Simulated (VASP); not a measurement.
# Au in VASP: a series of runs

Au is run at these levels: PBEsol; tasks: single point, relaxation of cell and atoms.

Program: VASP 6.6.1. These are calculated values, not measurements. Logs are shortened: lines on timing, memory, paths and dates and some standing lists are left out, and cuts for length are marked.

### Step 1. The cell of the first run

The typed cell holds 4 atoms: a = 3.360 Å, b = 3.360 Å, c = 6.035 Å, α = 90.00°, β = 90.00°, γ = 90.01°.

### Step 2. Single point, PBEsol

File INCAR:

```
PREC = Accurate
ENCUT = 520
EDIFF = 1E-6
ISMEAR = 0
SIGMA = 0.1
LREAL = False
LASPH = True
NELM = 60
ALGO = Fast
ISIF = 2
LWAVE = False
LCHARG = False
GGA = PS
NBANDS = 30
```

File KPOINTS:

```
Automatic mesh
0
Gamma
  4 4 4
```

File POSCAR:

```
Au
1.0
    2.3756766170     -2.3760252280      0.0000000000
    2.3756766170      2.3760252280      0.0000000000
    0.0000000000      0.0000000000      6.0350335603
Au
4
Direct
    0.2499322569      0.7500677431      0.1249888071
    0.7499322569      0.2500677431      0.3750111929
    0.7500677431      0.2499322569      0.8750111929
    0.2500677431      0.7499322569      0.6249888071
```

Potentials or basis: VASP PAW PBE potentials, release 64 (Au).

Started as:

```sh
cat potpaw_PBE.64/Au/POTCAR > POTCAR
mpirun -np 1 vasp_std > vasp.out
```

OUTCAR:

```text
PREC = Accurate
   ENCUT = 520
   EDIFF = 1E-6
   ISMEAR = 0
   LREAL = False
   LASPH = True
   NELM = 60
   ISIF = 2
   GGA = PS

 ion  position               nearest neighbor table
   1  0.250  0.750  0.125-   3 2.81   3 2.81   3 2.81   2 2.81   2 2.81   2 2.81   2 2.81   3 2.82
                             4 3.02   4 3.02
   2  0.750  0.250  0.375-   4 2.81   4 2.81   4 2.81   1 2.81   1 2.81   1 2.81   1 2.81   4 2.82
                             3 3.02   3 3.02
   3  0.750  0.250  0.875-   1 2.81   1 2.81   1 2.81   4 2.81   4 2.81   4 2.81   4 2.81   1 2.82
                             2 3.02   2 3.02
   4  0.250  0.750  0.625-   2 2.81   2 2.81   2 2.81   3 2.81   3 2.81   3 2.81   3 2.81   2 2.82
                             1 3.02   1 3.02

  LATTYP: Found a base centered orthorhombic cell.
 ALAT       =     4.7513532340
 B/A-ratio  =     1.0001467418
 C/A-ratio  =     1.2701715202

  Lattice vectors:

 A1 = (   2.3756766170,  -2.3760252280,   0.0000000000)
 A2 = (   2.3756766170,   2.3760252280,   0.0000000000)
 A3 = (   0.0000000000,   0.0000000000,   6.0350335603)

Analysis of symmetry for initial positions (statically):
=====================================================================
 Subroutine PRICEL returns:
 Original cell was already a primitive cell.

 Routine SETGRP: Setting up the symmetry group for a
 base centered orthorhombic supercell.

 Subroutine GETGRP returns: Found  8 space group operations
 (whereof  4 operations were pure point group operations)
 out of a pool of  8 trial point group operations.

The static configuration has the point symmetry C_2h.
 The point group associated with its full space group is D_2h.

Analysis of symmetry for dynamics (positions and initial velocities):
=====================================================================
 Subroutine PRICEL returns:
 Original cell was already a primitive cell.

 Routine SETGRP: Setting up the symmetry group for a
 base centered orthorhombic supercell.

 Subroutine GETGRP returns: Found  8 space group operations
 (whereof  4 operations were pure point group operations)
 out of a pool of  8 trial point group operations.

The dynamic configuration has the point symmetry C_2h.
 The point group associated with its full space group is D_2h.

 Subroutine INISYM returns: Found  8 space group operations
 (whereof  4 operations are pure point group operations),
 and found     1 'primitive' translations

----------------------------------------------------------------------------------------

                                     Primitive cell

  volume of cell :      68.1315

  direct lattice vectors                    reciprocal lattice vectors
     2.375676617 -2.376025228  0.000000000     0.210466356 -0.210435476  0.000000000
     2.375676617  2.376025228  0.000000000     0.210466356  0.210435476  0.000000000
     0.000000000  0.000000000  6.035033560     0.000000000  0.000000000  0.165699161

  length of vectors
     3.359960606  3.359960606  6.035033560     0.297622540  0.297622540  0.165699161

  position of ions in fractional coordinates (direct lattice)
     0.249932257  0.750067743  0.124988807
     0.749932257  0.250067743  0.375011193
     0.750067743  0.249932257  0.875011193
     0.250067743  0.749932257  0.624988807

  ion indices of the primitive-cell ions
   primitive index   ion index
                 1           1
                 2           2
                 3           3
                 4           4

----------------------------------------------------------------------------------------

 KPOINTS: Automatic mesh

Automatic generation of k-mesh.
 Grid dimensions read from file:
 generate k-points for:    4    4    4

 Generating k-lattice:

  Cartesian coordinates                     Fractional coordinates (reciprocal lattice)
     0.052616589 -0.052608869  0.000000000     0.250000000  0.000000000  0.000000000
     0.052616589  0.052608869  0.000000000     0.000000000  0.250000000  0.000000000
     0.000000000  0.000000000  0.041424790     0.000000000  0.000000000  0.250000000

  Length of vectors
     0.074405635  0.074405635  0.041424790

  Shift w.r.t. Gamma in fractional coordinates (k-lattice)
     0.000000000  0.000000000  0.000000000

 Subroutine IBZKPT returns following result:
 ===========================================

 Found     21 irreducible k-points:

 Following reciprocal coordinates:
            Coordinates               Weight
  0.000000  0.000000  0.000000      1.000000
  0.250000  0.000000  0.000000      4.000000
  0.500000  0.000000  0.000000      2.000000
  0.250000  0.250000  0.000000      2.000000
  0.500000  0.250000  0.000000      4.000000
 -0.250000  0.250000  0.000000      2.000000
[... 13 lines left out ...]
 -0.250000  0.250000  0.500000      2.000000
  0.500000  0.500000  0.500000      1.000000
   k-points           NKPTS =     21   k-points in BZ     NKDIM =     21   number of bands    NBANDS=     30
   number of dos      NEDOS =    301   number of ions     NIONS =      4
   total plane-waves  NPLWV =  37632
   dimension x,y,z NGX =    28 NGY =   28 NGZ =   48
   dimension x,y,z NGXF=    56 NGYF=   56 NGZF=   96
   ions per type =               4
   NGX,Y,Z   is equivalent  to a cutoff of  13.85, 13.85, 13.22 a.u.
   NGXF,Y,Z  is equivalent  to a cutoff of  27.71, 27.71, 26.44 a.u.
 SYSTEM =  unknown system
   PREC   = accura    normal or accurate (medium, high low for compatibility)
   ISTART =      0    job   : 0-new  1-cont  2-samecut
   ICHARG =      2    charge: 1-file 2-atom 10-const
   ISPIN  =      1    spin polarized calculation?
   LNONCOLLINEAR =      F non collinear calculations
   LSORBIT =      F    spin-orbit coupling
   LASPH  =      T    aspherical Exc in radial PAW
   ENCUT  =  520.0 eV  38.22 Ry    6.18 a.u.   6.25  6.25 11.22*2*pi/ulx,y,z
   NELM   =     60;   NELMIN=  2; NELMDL= -5     # of ELM steps
   EDIFF  = 0.1E-05   stopping-criterion for ELM
   LREAL  =      F    real-space projection
   EDIFFG = 0.1E-04   stopping-criterion for IOM
   NSW    =      0    number of steps for IOM
   IBRION =     -1    ionic relax: 0-MD 1-quasi-New 2-CG
   NFREE  =      0    steps in history (QN), initial steepest desc. (CG)
   ISIF   =      2    stress and relaxation
   ISYM   =      2    0-nonsym 1-usesym 2-fastsym
   POTIM  = 0.5000    time-step for ionic-motion
   TEBEG  =    0.0;   TEEND  =   0.0 temperature during run
   PSTRESS=    0.0 pullay stress
   NELECT =      44.0000    total number of electrons
   NUPDOWN=      -1.0000    fix difference up-down
   EMIN   =  10.00;   EMAX   =-10.00  energy-range for DOS
   EFERMI =   0.00;   METHOD = LEGACY
   ISMEAR =     0;   SIGMA  =   0.10  broadening in eV -4-tet -1-fermi 0-gaus
   EFERMI_NEDOS =   21; number of points for ismear=-14 and -15
   IALGO  =     68    algorithm
   IMIX   =      4    mixing-type and parameters
     AMIX     =   0.40;   BMIX     =  1.00
     AMIX_MAG =   1.60;   BMIX_MAG =  1.00
  volume/ion in A,a.u.               =      17.03       114.94
  Fermi-wavevector in a.u.,A,eV,Ry     =   1.415065  2.674085 27.244426  2.002409
  Thomas-Fermi vector in A             =   2.536542
   LORBIT       =      0    0 simple, 1 ext, 2 COOP (PROOUT), +10 PAW based schemes
   GGA     = PS    functional components
   LHFCALC =     F    Hartree Fock is set to
   AEXX    =    0.0000 exact exchange contribution
   IVDW    =     0    specifies the selected vdW correction
   LEPSILON=     F    determine dielectric tensor
   LRPA    =     F    only Hartree local field effects (RPA)
 non-spin polarized calculation
 RMM-DIIS sequential band-by-band and
 Gauss-broadening in eV      SIGMA  =   0.10
  energy-cutoff  :      520.00
  volume of cell :       68.13
 maximum number of plane-waves:      1856
 NGX is ok and might be reduce to    28

 number of electron      44.0000012 magnetization

 Free energy of the ion-electron system (eV)
  ---------------------------------------------------
  ext. energy  EPLUGINS =         0.00000000
  ---------------------------------------------------
  free energy    TOTEN  =       -15.76672724 eV

  energy without entropy =      -15.76391319  energy(sigma->0) =      -15.76532022

 E-fermi :   8.7967     XC(G=0): -12.8869

 val. band max:        8.5199628314   @ k =   0.2500   0.0000   0.0000
 cond. band min:       8.8443564924   @ k =   0.5000   0.0000   0.0000
 fundamental gap:      0.3243936610
 Fermi energy:         8.7966898797

 k-point     1 :       0.0000    0.0000    0.0000
  band No.  band energies     occupation
      1      -0.6319      2.00000
      2       2.4169      2.00000
      3       2.4434      2.00000
      4       3.2549      2.00000
      5       3.2555      2.00000
      6       3.9878      2.00000
[... 22 lines left out ...]
     29      21.0614      0.00000
     30      23.0184      0.00000

 k-point     2 :       0.2500    0.0000    0.0000
  band No.  band energies     occupation
      1       0.4021      2.00000
      2       2.5635      2.00000
      3       2.5636      2.00000
      4       2.8095      2.00000
      5       2.9875      2.00000
      6       3.6644      2.00000
[... 22 lines left out ...]
     29      21.2012      0.00000
     30      22.1224      0.00000

 k-point     3 :       0.5000    0.0000    0.0000
  band No.  band energies     occupation
      1       2.0589      2.00000
      2       2.0589      2.00000
      3       2.6621      2.00000
      4       2.6621      2.00000
      5       3.1063      2.00000
      6       3.1063      2.00000
[... 22 lines left out ...]
     29      21.8166      0.00000
     30      21.8565      0.00000

 k-point     4 :       0.2500    0.2500    0.0000
  band No.  band energies     occupation
      1       1.1276      2.00000
      2       2.7376      2.00000
      3       2.7376      2.00000
      4       2.8466      2.00000
      5       3.6747      2.00000
      6       3.7556      2.00000
[... 517 lines left out ...]
     29      19.1269      0.00000
     30      19.1276      0.00000

 k-point    20 :      -0.2500    0.2500    0.5000
  band No.  band energies     occupation
      1       2.2098      2.00000
      2       2.2098      2.00000
      3       3.6064      2.00000
      4       3.6064      2.00000
      5       3.6472      2.00000
      6       3.6472      2.00000
[... 22 lines left out ...]
     29      20.4099      0.00000
     30      20.4099      0.00000

 k-point    21 :       0.5000    0.5000    0.5000
  band No.  band energies     occupation
      1       2.9475      2.00000
      2       2.9475      2.00000
      3       2.9480      2.00000
      4       2.9480      2.00000
      5       3.6899      2.00000
      6       3.6899      2.00000
[... 22 lines left out ...]
     29      20.2887      0.00000
     30      20.2892      0.00000

------------------------ aborting loop because EDIFF is reached ----------------------------------------

  FORCE on cell =-STRESS in cart. coord.  units (eV):
  Direction    XX          YY          ZZ          XY          YZ          ZX
  --------------------------------------------------------------------------------------
  -------------------------------------------------------------------------------------
  Total       -0.0525655     -0.0658988     -0.0205686      0.0000000     -0.0000000      0.0000000
  in kB       -1.2361274     -1.5496736     -0.4836909      0.0000000     -0.0000000      0.0000000
  external PRESSURE =      -1.0898307 kB  Pullay stress =       0.0000000 kB

 VOLUME and BASIS-vectors are now :
 -----------------------------------------------------------------------------
  energy-cutoff  :      520.00
  volume of cell :       68.13
      direct lattice vectors                 reciprocal lattice vectors
     2.375676617 -2.376025228  0.000000000     0.210466356 -0.210435476  0.000000000
     2.375676617  2.376025228  0.000000000     0.210466356  0.210435476  0.000000000
     0.000000000  0.000000000  6.035033560     0.000000000  0.000000000  0.165699161

 POSITION                                       TOTAL-FORCE (eV/Angst)
 -----------------------------------------------------------------------------------
      2.37568      1.18833      0.75431         0.000000     -0.001925      0.000731
      2.37568     -1.18769      2.26321         0.000000     -0.001925     -0.000731
      2.37568     -1.18833      5.28072         0.000000      0.001925     -0.000731
      2.37568      1.18769      3.77183         0.000000      0.001925      0.000731
 -----------------------------------------------------------------------------------
    total drift:                                0.000000     -0.000000     -0.000000

  FREE ENERGIE OF THE ION-ELECTRON SYSTEM (eV)
  ---------------------------------------------------
  free  energy   TOTEN  =       -15.7667272444 eV

  energy  without entropy=      -15.7639131873  energy(sigma->0) =      -15.76532022
```

Run time: 40 s. Hardware: 1 thread of Intel Xeon 8259CL, shared host; peak memory 0.2 GiB.

What came out:

```yaml
Free_energy: -15.7667 eV
Pressure: -0.1 GPa
Band_gap_on_the_k_mesh: zero (bands 22 and 23 overlap by 4.25 eV)
```

Forces in eV/Å, atoms in the order of the input:
```
Au   0.000 -0.002  0.001
Au   0.000 -0.002 -0.001
Au   0.000  0.002 -0.001
Au   0.000  0.002  0.001
```

Stress tensor (GPa, compression positive):
```
-0.12  0.00  0.00
 0.00 -0.15  0.00
 0.00  0.00 -0.05
```

Caveat: the k points lie up to 0.47 Å⁻¹ apart, too coarse for converged energies and pressures of a metal; the PAW data sets were made with another functional, which shifts forces and pressure a little; spin-orbit coupling is left out, which moves the levels of the heavy elements.

### Step 3. Single point, PBEsol

This run uses another cell than the first one: it holds 1 atom, not 4.

File INCAR:

```
PREC = Accurate
ENCUT = 520
EDIFF = 1E-6
ISMEAR = 0
SIGMA = 0.1
LREAL = F
LASPH = T
NELM = 100
ALGO = Fast
ISIF = 2
LWAVE = F
LCHARG = F
GGA = PS
NBANDS = 12
```

File KPOINTS:

```
Automatic mesh
0
Gamma
  24 24 24
```

File POSCAR:

```
Au
1.0
   -1.7140188325      1.7140188325      1.4558872097
    1.7140188325     -1.7140188325      1.4558872097
    1.7140188325      1.7140188325     -1.4558872097
Au
1
Direct
    0.5000000000      0.5000000000      0.0000000000
```

Potentials or basis: VASP PAW PBE potentials, release 64 (Au).

Started as:

```sh
cat potpaw_PBE.64/Au/POTCAR > POTCAR
mpirun -np 1 vasp_std > vasp.out
```

It took 2.6 min on 1 thread of Intel Xeon 8259CL, shared host; peak memory 0.33 GiB.

The run converged. Its results:

| Quantity | Value |
| --- | --- |
| Free energy | -3.9095 eV |
| Pressure | -0.2 GPa |
| Band gap on the k mesh | zero (an odd number of electrons rules out a gap without spin polarisation) |

Levels at points of the mesh, in eV from the Fermi level:
```
           k point  band 4  band 5  band 6  band 7  band 8  band 9
(0.00, 0.00, 0.00)   -4.33   -3.90   -2.45   15.36   15.36   18.91
(0.50, 0.00, 0.00)   -1.97   -1.50   -0.29    4.12   11.69   12.70
(0.50, 0.50, 0.00)   -3.09   -1.56   -1.30    2.63   13.99   16.63
(0.50, 0.50, 0.50)   -1.87   -1.55    4.71    4.71    8.80    9.71
```

Caveat: the PAW data sets were made with another functional, which shifts forces and pressure a little; spin-orbit coupling is left out, which moves the levels of the heavy elements.

### Step 4. Relaxation of cell and atoms, PBEsol

This run uses another cell than the first one: it holds 1 atom, not 4.

File INCAR:

```
SYSTEM = Au
PREC = Accurate ; ENCUT = 600
EDIFF = 1E-6 ; ISMEAR = 0
SIGMA = 0.1 ; LREAL = .FALSE.
LASPH = .TRUE. ; NELM = 60
ALGO = Fast ; ISIF = 3
LWAVE = .FALSE. ; LCHARG = .FALSE.
GGA = PS ; IBRION = 2
NSW = 100 ; EDIFFG = -0.01
```

File KPOINTS:

```
Automatic mesh
0
G
  24 24 24
  0 0 0
```

File POSCAR:

```
Au
1.0
   -1.6900922175      1.6900922175      1.4956263116
    1.6900922175     -1.6900922175      1.4956263116
    1.6900922175      1.6900922175     -1.4956263116
Au
1
Direct
    0.5000000000      0.5000000000      0.0000000000
```

Started as:

```sh
cat potpaw_PBE.64/Au/POTCAR > POTCAR
mpirun -np 1 vasp_std > vasp.out
```

Wall time 11 min (1 thread of Intel Xeon 8259CL, shared host); peak memory 0.37 GiB.

The run converged. Its results:

```yaml
Free_energy: -3.9094 eV
Relaxed_volume: 17.09 Å³/atom
Relaxed_cell: a = 2.826 Å, b = 2.826 Å, c = 2.826 Å, α = 105.41°, β = 105.41°, γ = 117.94°
Space_group_after_relaxing_to_0.1_Å: I4/mmm (No. 139)
Energy_gained_by_relaxing: 1.3 meV/atom
Ionic_steps: 12
Pressure_after_relaxing: 0.0 GPa
Band_gap_on_the_k_mesh: zero (an odd number of electrons rules out a gap without spin polarisation)
```

The path:
| step | energy change (eV) | largest force (eV/Å) | pressure (GPa) | volume (Å³) |
| --- | --- | --- | --- | --- |
| 1 | 0.0000 | 0.0000 | -0.24 | 17.09 |
| 2 | -0.0002 | 0.0000 | 0.42 | 17.03 |
| 3 | -0.0002 | 0.0000 | 0.31 | 17.03 |
| 4 | -0.0003 | 0.0000 | 0.18 | 17.04 |
| 5 | -0.0006 | 0.0000 | -0.06 | 17.07 |
| 6 | -0.0011 | 0.0000 | -0.55 | 17.14 |
| 7 | 0.0011 | 0.0000 | -1.02 | 17.25 |
| 8 | -0.0011 | 0.0000 | -0.61 | 17.15 |
| 9 | -0.0012 | 0.0000 | -0.45 | 17.14 |
| 10 | -0.0012 | 0.0000 | -0.31 | 17.13 |
| 11 | -0.0013 | 0.0000 | -0.30 | 17.12 |
| 12 | -0.0013 | 0.0000 | 0.02 | 17.09 |

Final structure:
```xyz
1
Lattice="-1.7124 1.7124 1.4570 1.7124 -1.7124 1.4570 1.7124 1.7124 -1.4570" Properties=species:S:1:pos:R:3 pbc="T T T"
Au    0.0000    0.0000    1.4570
```

Levels at points of the mesh, in eV from the Fermi level:
| k point | band 2 | band 3 | band 4 | band 5 | band 6 | band 7 | band 8 | band 9 |
| --- | --- | --- | --- | --- | --- | --- | --- | --- |
| (0.00, 0.00, 0.00) | -5.52 | -4.35 | -4.35 | -3.90 | -2.46 | 15.37 | 15.37 | 18.88 |
| (0.50, 0.00, 0.00) | -6.29 | -3.18 | -1.98 | -1.50 | -0.30 | 4.12 | 11.69 | 12.71 |
| (0.50, 0.50, 0.00) | -5.05 | -4.08 | -3.09 | -1.56 | -1.30 | 2.65 | 13.97 | 16.61 |
| (0.50, 0.50, 0.50) | -6.85 | -1.87 | -1.87 | -1.56 | 4.72 | 4.72 | 8.82 | 9.67 |

Caveat: the PAW data sets were made with another functional, which shifts forces and pressure a little; spin-orbit coupling is left out, which moves the levels of the heavy elements.

### Step 5. Summary

| task | cell | k mesh | cutoff (eV) | gap on the mesh (eV) | pressure (GPa) |
| --- | --- | --- | --- | --- | --- |
| single point | a = 3.360, b = 3.360, c = 6.035 Å, 4 atoms, atomic positions A | 4 × 4 × 4 | 520 | none | -0.1 |
| single point | a = 2.828 Å, angles 105.4, 105.4, 118.0°, 1 atom, atomic positions B | 24 × 24 × 24 | 520 | none | -0.2 |
| relaxation of cell and atoms | relaxed from a = 2.820 Å, angles 106.3, 106.3, 115.9°, 1 atom, atomic positions B | 24 × 24 × 24 | 600 | none | 0.0 |

Alike in all rows: level PBEsol; potentials or basis VASP PAW PBE potentials, release 64 (Au); no spin polarisation; smearing gaussian 0.1 eV.

Caveats: some runs use coarse meshes; the PAW data sets were made with another functional, which shifts forces and pressure a little; spin-orbit coupling is left out, which moves the levels of the heavy elements.

Total energies depend on the potentials used, so only differences within one code and one set of settings carry meaning.

The gap in the log of VASP goes by the Fermi energy; the results here count the filled bands.